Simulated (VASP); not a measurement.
Runs of VASP 6.6.1 on P. The structure is that of space group Im-3m (No. 229), or close to it. The cells are those of the table. 

```tsv
task	cell	k mesh	cutoff (eV)	gap on the mesh (eV)	pressure (GPa)
single point	a = 3.400 Å, angles 109.5°, 1 atom	6 × 6 × 6	520	none	(a)
single point	a = 2.651 Å, angles 109.5°, 1 atom	26 × 26 × 26	520	none	-0.1
single point	a = 2.624 Å, angles 109.5°, 1 atom	6 × 6 × 6	520	none	0.1
relaxation of cell and atoms	relaxed from a = 3.400 Å, angles 109.5°, 1 atom	6 × 6 × 6	600	none	-0.1
```

Alike in all rows: level r2SCAN; potentials or basis VASP PAW PBE potentials, release 64 (P); no spin polarisation; smearing gaussian 0.1 eV.

Task: Estimate the missing entries.

Result: (a) -16.4.

Caveats: some runs use coarse meshes; the PAW data sets were made with another functional, which shifts forces and pressure a little.

A gap of «none» marks levels without a gap at the run's occupations.
